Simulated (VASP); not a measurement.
# TaN (P6_3mc) in VASP: notebook

TaN is run at these levels: PBE; tasks: electric field gradients.

All numbers are computed with VASP 6.6.1; they aren't measurements. Logs are shortened: lines on timing, memory, paths and dates and some standing lists are left out, and cuts for length are marked.

### Step 1. The cell of the first run

The structure is hexagonal, space group P6_3mc (No. 186). Conventional cell: a = 3.050 Å, b = 3.050 Å, c = 4.989 Å, α = 90.00°, β = 90.00°, γ = 120.00°. Ta (site symmetry 3m) has 4 N at 1.85 to 1.92 Å within 2.5 Å. Within 2.5 Å of N (site symmetry 3m) lie 4 Ta at 1.85 to 1.92 Å.

### Step 2. Electric field gradients, PBE (zz strain of +1 %)

Contents of INCAR:

```
  ALGO = Normal
  EDIFF = 1E-8
  ENCUT = 520
  GGA = PE
  GGA_COMPAT = F
  ISIF = 2
  ISMEAR = -1
  LASPH = T
  LCHARG = F
  LEFG = T
  LREAL = F
  LWAVE = F
  NBANDS = 24
  NELM = 120
  PREC = Accurate
  SIGMA = 0.01
```

Contents of KPOINTS:

```
k-points
0
Gamma
  9 9 5
```

Contents of POSCAR:

```
TaN
1.0
    3.0500010905      0.0000000000      0.0000000000
   -1.5250005453      2.6413784260      0.0000000000
    0.0000000000      0.0000000000      4.9894000000
Ta N
2 2
Direct
    0.3333333333      0.6666666667      0.0000000000
    0.6666666667      0.3333333333      0.5000000000
    0.3333333333      0.6666666667      0.3850000000
    0.6666666667      0.3333333333      0.8850000000
```

Potentials or basis: VASP PAW PBE potentials, release 64 (Ta_pv, N).

Launch:

```
$ cat potpaw_PBE.64/Ta_pv/POTCAR potpaw_PBE.64/N/POTCAR > POTCAR
$ mpirun -np 1 vasp_std > vasp.out
```

OUTCAR:

```text
EDIFF = 1E-8
   ENCUT = 520
   GGA = PE
   ISIF = 2
   ISMEAR = -1
   LASPH = T
   LREAL = F
   NELM = 120
   PREC = Accurate

 ion  position               nearest neighbor table
   1  0.333  0.667  0.000-   4 1.85   4 1.85   4 1.85   3 1.92   2 3.05   2 3.05   2 3.05   2 3.05
                             2 3.05   2 3.05
   2  0.667  0.333  0.500-   3 1.85   3 1.85   3 1.85   4 1.92   1 3.05   1 3.05   1 3.05   1 3.05
                             1 3.05   1 3.05
   3  0.333  0.667  0.385-   2 1.85   2 1.85   2 1.85   1 1.92
   4  0.667  0.333  0.885-   1 1.85   1 1.85   1 1.85   2 1.92

  LATTYP: Found a hexagonal cell.
 ALAT       =     3.0500010905
 C/A-ratio  =     1.6358682676

  Lattice vectors:

 A1 = (   3.0500010905,   0.0000000000,   0.0000000000)
 A2 = (  -1.5250005453,   2.6413784260,   0.0000000000)
 A3 = (   0.0000000000,   0.0000000000,   4.9894000000)

Analysis of symmetry for initial positions (statically):
=====================================================================
 Subroutine PRICEL returns:
 Original cell was already a primitive cell.

 Routine SETGRP: Setting up the symmetry group for a
 hexagonal supercell.

 Subroutine GETGRP returns: Found 12 space group operations
 (whereof  6 operations were pure point group operations)
 out of a pool of 24 trial point group operations.

The static configuration has the point symmetry C_3v.
 The point group associated with its full space group is C_6v.

Analysis of symmetry for dynamics (positions and initial velocities):
=====================================================================
 Subroutine PRICEL returns:
 Original cell was already a primitive cell.

 Routine SETGRP: Setting up the symmetry group for a
 hexagonal supercell.

 Subroutine GETGRP returns: Found 12 space group operations
 (whereof  6 operations were pure point group operations)
 out of a pool of 24 trial point group operations.

The dynamic configuration has the point symmetry C_3v.
 The point group associated with its full space group is C_6v.

 Subroutine INISYM returns: Found 12 space group operations
 (whereof  6 operations are pure point group operations),
 and found     1 'primitive' translations

----------------------------------------------------------------------------------------

                                     Primitive cell

  volume of cell :      40.1956

  direct lattice vectors                    reciprocal lattice vectors
     3.050001090  0.000000000  0.000000000     0.327868735  0.189295103  0.000000000
    -1.525000545  2.641378426  0.000000000     0.000000000  0.378590205  0.000000000
     0.000000000  0.000000000  4.989400000     0.000000000  0.000000000  0.200424901

  length of vectors
     3.050001090  3.050001091  4.989400000     0.378590205  0.378590205  0.200424901

  position of ions in fractional coordinates (direct lattice)
     0.333333333  0.666666667  0.000000000
     0.666666667  0.333333333  0.500000000
     0.333333333  0.666666667  0.385000000
     0.666666667  0.333333333  0.885000000

  ion indices of the primitive-cell ions
   primitive index   ion index
                 1           1
                 2           2
                 3           3
                 4           4

----------------------------------------------------------------------------------------

 KPOINTS: k-points

Automatic generation of k-mesh.
 Grid dimensions read from file:
 generate k-points for:    9    9    5

 Generating k-lattice:

  Cartesian coordinates                     Fractional coordinates (reciprocal lattice)
     0.036429859  0.021032789  0.000000000     0.111111111  0.000000000  0.000000000
     0.000000000  0.042065578  0.000000000     0.000000000  0.111111111  0.000000000
     0.000000000  0.000000000  0.040084980     0.000000000  0.000000000  0.200000000

  Length of vectors
     0.042065578  0.042065578  0.040084980

[... 42 lines left out ...]
   NGXF,Y,Z  is equivalent  to a cutoff of  26.16, 26.16, 26.66 a.u.
 SYSTEM =  unknown system
   PREC   = accura    normal or accurate (medium, high low for compatibility)
   ISTART =      0    job   : 0-new  1-cont  2-samecut
   ICHARG =      2    charge: 1-file 2-atom 10-const
   ISPIN  =      1    spin polarized calculation?
   LNONCOLLINEAR =      F non collinear calculations
   LSORBIT =      F    spin-orbit coupling
   LASPH  =      T    aspherical Exc in radial PAW
   ENCUT  =  520.0 eV  38.22 Ry    6.18 a.u.   5.67  5.67  9.28*2*pi/ulx,y,z
   NELM   =    120;   NELMIN=  2; NELMDL= -5     # of ELM steps
   EDIFF  = 0.1E-07   stopping-criterion for ELM
   LREAL  =      F    real-space projection
   EDIFFG = 0.1E-06   stopping-criterion for IOM
   NSW    =      0    number of steps for IOM
   IBRION =     -1    ionic relax: 0-MD 1-quasi-New 2-CG
   NFREE  =      0    steps in history (QN), initial steepest desc. (CG)
   ISIF   =      2    stress and relaxation
   ISYM   =      2    0-nonsym 1-usesym 2-fastsym
   POTIM  = 0.5000    time-step for ionic-motion
   TEBEG  =    0.0;   TEEND  =   0.0 temperature during run
   PSTRESS=    0.0 pullay stress
   NELECT =      32.0000    total number of electrons
   NUPDOWN=      -1.0000    fix difference up-down
   EMIN   =  10.00;   EMAX   =-10.00  energy-range for DOS
   EFERMI =   0.00;   METHOD = LEGACY
   ISMEAR =    -1;   SIGMA  =   0.01  broadening in eV -4-tet -1-fermi 0-gaus
   EFERMI_NEDOS =   21; number of points for ismear=-14 and -15
   IALGO  =     38    algorithm
   IMIX   =      4    mixing-type and parameters
     AMIX     =   0.40;   BMIX     =  1.00
     AMIX_MAG =   1.60;   BMIX_MAG =  1.00
  volume/ion in A,a.u.               =      10.05        67.81
  Fermi-wavevector in a.u.,A,eV,Ry     =   1.517278  2.867240 31.322417  2.302133
  Thomas-Fermi vector in A             =   2.626555
   LORBIT       =      0    0 simple, 1 ext, 2 COOP (PROOUT), +10 PAW based schemes
   GGA     = PE    functional components
   LHFCALC =     F    Hartree Fock is set to
   AEXX    =    0.0000 exact exchange contribution
   IVDW    =     0    specifies the selected vdW correction
   LEPSILON=     F    determine dielectric tensor
   LRPA    =     F    only Hartree local field effects (RPA)
 non-spin polarized calculation
  energy-cutoff  :      520.00
  volume of cell :       40.20
 maximum number of plane-waves:      1105
 NGX is ok and might be reduce to    24
   NGX = 11   NGY = 11   NGZ = 19

 number of electron      32.0000000 magnetization

 Free energy of the ion-electron system (eV)
  ---------------------------------------------------
  ext. energy  EPLUGINS =         0.00000000
  ---------------------------------------------------
  free energy    TOTEN  =       -37.95392902 eV

  energy without entropy =      -37.95296234  energy(sigma->0) =      -37.95344568

 E-fermi :   9.7205     XC(G=0): -13.4884

 val. band max:        9.6817572386   @ k =   0.2222  -0.0000   0.0000
 cond. band min:       9.7237471655   @ k =   0.1111   0.1111   0.4000
 fundamental gap:      0.0419899269
 Fermi energy:         9.7205399277

 k-point     1 :       0.0000    0.0000    0.0000
  band No.  band energies     occupation
      1     -26.3883      2.00000
      2     -25.3466      2.00000
      3     -25.3466      2.00000
      4     -25.1714      2.00000
      5     -25.1714      2.00000
      6     -25.1079      2.00000
[... 637 lines left out ...]
     23      17.2649      0.00000
     24      17.2649      0.00000

 [... further k-points ...]

------------------------ aborting loop because EDIFF is reached ----------------------------------------

  FORCE on cell =-STRESS in cart. coord.  units (eV):
  Direction    XX          YY          ZZ          XY          YZ          ZX
  --------------------------------------------------------------------------------------
  -------------------------------------------------------------------------------------
  Total       36.0337690     36.0337690     28.5748189     -0.0000000      0.0000000      0.0000000
  in kB     1436.2873277   1436.2873278   1138.9774501     -0.0000000      0.0000000      0.0000000
  external PRESSURE =    1337.1840352 kB  Pullay stress =       0.0000000 kB

 VOLUME and BASIS-vectors are now :
 -----------------------------------------------------------------------------
  energy-cutoff  :      520.00
  volume of cell :       40.20
      direct lattice vectors                 reciprocal lattice vectors
     3.050001090  0.000000000  0.000000000     0.327868735  0.189295103  0.000000000
    -1.525000545  2.641378426  0.000000000     0.000000000  0.378590205  0.000000000
     0.000000000  0.000000000  4.989400000     0.000000000  0.000000000  0.200424901

 POSITION                                       TOTAL-FORCE (eV/Angst)
 -----------------------------------------------------------------------------------
     -0.00000      1.76092      0.00000         0.000000     -0.000000      2.847983
      1.52500      0.88046      2.49470        -0.000000      0.000000      2.847983
     -0.00000      1.76092      1.92092        -0.000000      0.000000     -2.847983
      1.52500      0.88046      4.41562         0.000000     -0.000000     -2.847983
 -----------------------------------------------------------------------------------
    total drift:                               -0.000000      0.000000      0.000566

  FREE ENERGIE OF THE ION-ELECTRON SYSTEM (eV)
  ---------------------------------------------------
  free  energy   TOTEN  =       -37.9539290164 eV

  energy  without entropy=      -37.9529623446  energy(sigma->0) =      -37.95344568

 Electric field gradients (V/A^2)
---------------------------------------------------------------------
 ion       V_xx      V_yy      V_zz      V_xy      V_xz      V_yz
---------------------------------------------------------------------
   1     -67.712   -67.712   135.424    -0.000    -0.000     0.000
   2     -67.712   -67.712   135.424    -0.000     0.000    -0.000
   3      -5.384    -5.383    10.766     0.001     0.000    -0.000
   4      -5.384    -5.383    10.766     0.001    -0.000     0.000
---------------------------------------------------------------------

 Electric field gradients after diagonalization (V/A^2)
 (convention: |V_zz| > |V_xx| > |V_yy|)
----------------------------------------------------------------------
 ion       V_xx      V_yy      V_zz     asymmetry (V_yy - V_xx)/ V_zz
----------------------------------------------------------------------
   1     -67.713   -67.712   135.424       0.000
   2     -67.713   -67.712   135.424       0.000
   3      -5.384    -5.382    10.766       0.000
   4      -5.384    -5.382    10.766       0.000
----------------------------------------------------------------------

           NMR quadrupolar parameters

 Cq : quadrupolar parameter    Cq=e*Q*V_zz/h
 eta: asymmetry parameters     (V_yy - V_xx)/ V_zz
 Q  : nuclear electric quadrupole moment in mb (millibarn)
----------------------------------------------------------------------
 ion       Cq(MHz)       eta       Q (mb)
----------------------------------------------------------------------
   1       0.327       0.000       1.000
   2       0.327       0.000       1.000
   3       0.026       0.000       1.000
   4       0.026       0.000       1.000
----------------------------------------------------------------------
```

Run time: 54 s. Hardware: 1 thread of Intel Xeon 8259CL, shared host; peak memory 0.18 GiB.

Results:

```
Free energy            : -37.9539 eV
Pressure               : 133.7 GPa
Largest force          : 2.848 eV/Å
Band gap on the k mesh : zero (band 16 reaches 10.26 eV, above the bottom of band 17 at 8.04 eV)
```

Forces in eV/Å, atoms in the order of the input:
```
Ta   0.000  0.000  2.848
Ta   0.000  0.000  2.848
N    0.000  0.000 -2.848
N    0.000  0.000 -2.848
```

Electric field gradients, principal values (V/Å²):
```
atom    least   middle  greatest (by size)
1 Ta  -67.712  -67.713             135.424
2 Ta  -67.712  -67.713             135.424
 3 N   -5.382   -5.384              10.766
 4 N   -5.382   -5.384              10.766
```

Caveat: the cell differs from its parent crystal (zz strain of +1 %); without QUAD_EFG the Cq values of the log hold for a quadrupole moment of 1 mb, not for the nuclei; spin-orbit coupling is left out, which moves the levels of the heavy elements; forces of over 1 eV/Å act on the atoms, so gaps and moduli don't describe the material at rest.

### Step 3. Electric field gradients, PBE (zz strain of +3 %)

Contents of INCAR:

```
PREC     = Accurate       # precision mode
ENCUT    = 520            # plane-wave cutoff, eV
EDIFF    = 1E-8           # SCF threshold, eV
ISMEAR   = -1             # smearing method
SIGMA    = 0.01           # smearing width, eV
LREAL    = False          # projectors in reciprocal space
LASPH    = True           # aspherical terms in the spheres
NELM     = 120            # most SCF steps
ALGO     = Normal         # electronic algorithm
ISIF     = 2              # what is computed and relaxed
LWAVE    = False          # write WAVECAR
LCHARG   = False          # write CHGCAR
GGA      = PE             # functional
LEFG     = True         
NBANDS   = 24             # bands
GGA_COMPAT= False
```

Contents of KPOINTS:

```
regular mesh
0
Gamma
  9 9 5
```

POSCAR, as its differences from that of step 2:

```diff
@@ -4,3 +4,3 @@
    -1.5250005453      2.6413784260      0.0000000000
-    0.0000000000      0.0000000000      4.9894000000
+    0.0000000000      0.0000000000      5.0882000000
 Ta N
```

Potentials or basis: VASP PAW PBE potentials, release 64 (Ta_pv, N).

Launch:

```
$ cat potpaw_PBE.64/Ta_pv/POTCAR potpaw_PBE.64/N/POTCAR > POTCAR
$ mpirun -np 1 vasp_std > vasp.out
```

OUTCAR:

```text
PREC = Accurate
   ENCUT = 520
   EDIFF = 1E-8
   ISMEAR = -1
   LREAL = False
   LASPH = True
   NELM = 120
   ISIF = 2
   GGA = PE

 ion  position               nearest neighbor table
   1  0.333  0.667  0.000-   4 1.86   4 1.86   4 1.86   3 1.96   2 3.09   2 3.09   2 3.09   2 3.09
                             2 3.09   2 3.09
   2  0.667  0.333  0.500-   3 1.86   3 1.86   3 1.86   4 1.96   1 3.09   1 3.09   1 3.09   1 3.09
                             1 3.09   1 3.09
   3  0.333  0.667  0.385-   2 1.86   2 1.86   2 1.86   1 1.96
   4  0.667  0.333  0.885-   1 1.86   1 1.86   1 1.86   2 1.96

  LATTYP: Found a hexagonal cell.
 ALAT       =     3.0500010905
 C/A-ratio  =     1.6682616986

[... 880 lines left out ...]
---------------------------------------------------------------------
   1     -77.889   -77.890   155.779    -0.000     0.000    -0.000
   2     -77.889   -77.890   155.779    -0.000    -0.000     0.000
   3      -5.360    -5.359    10.719     0.001     0.000    -0.000
   4      -5.360    -5.359    10.719     0.001    -0.000     0.000
---------------------------------------------------------------------

 Electric field gradients after diagonalization (V/A^2)
 (convention: |V_zz| > |V_xx| > |V_yy|)
----------------------------------------------------------------------
 ion       V_xx      V_yy      V_zz     asymmetry (V_yy - V_xx)/ V_zz
----------------------------------------------------------------------
   1     -77.890   -77.889   155.779       0.000
   2     -77.890   -77.889   155.779       0.000
   3      -5.360    -5.359    10.719       0.000
   4      -5.360    -5.359    10.719       0.000
----------------------------------------------------------------------

           NMR quadrupolar parameters

 Cq : quadrupolar parameter    Cq=e*Q*V_zz/h
 eta: asymmetry parameters     (V_yy - V_xx)/ V_zz
 Q  : nuclear electric quadrupole moment in mb (millibarn)
----------------------------------------------------------------------
 ion       Cq(MHz)       eta       Q (mb)
----------------------------------------------------------------------
   1       0.377       0.000       1.000
   2       0.377       0.000       1.000
   3       0.026       0.000       1.000
   4       0.026       0.000       1.000
----------------------------------------------------------------------
```

stdout:

```text
POSCAR found type information on POSCAR TaN
 POSCAR found :  2 types and       4 ions
 scaLAPACK will be used
 LDA part: xc-table for (Slater+PW92), standard interpolation
 POSCAR, INCAR and KPOINTS ok, starting setup
 FFT: planning ... GRIDC
 FFT: planning ... GRID_SOFT
 FFT: planning ... GRID
 WAVECAR not read
 entering main loop
ion   1

ion   2

ion   3

ion   4
```

It took 56 s on 1 thread of Intel Xeon 8259CL, shared host; peak memory 0.18 GiB.

Results:

```yaml
Free_energy: -38.4791 eV
Pressure: 121.5 GPa
Largest_force: 3.670 eV/Å
Band_gap_on_the_k_mesh: zero (band 16 reaches 10.08 eV, above the bottom of band 17 at 7.84 eV)
```

Forces on the atoms (eV/Å):
```
Ta   0.000  0.000  3.670
Ta   0.000  0.000  3.670
N    0.000  0.000 -3.670
N    0.000  0.000 -3.670
```

Electric field gradients, principal values (V/Å²):
```csv
atom,least,middle,greatest (by size)
1 Ta,-77.889,-77.890,155.779
2 Ta,-77.889,-77.890,155.779
3 N,-5.359,-5.360,10.719
4 N,-5.359,-5.360,10.719
```

Caveat: the cell differs from its parent crystal (zz strain of +3 %); without QUAD_EFG the Cq values of the log hold for a quadrupole moment of 1 mb, not for the nuclei; spin-orbit coupling is left out, which moves the levels of the heavy elements; forces of over 1 eV/Å act on the atoms, so gaps and moduli don't describe the material at rest.
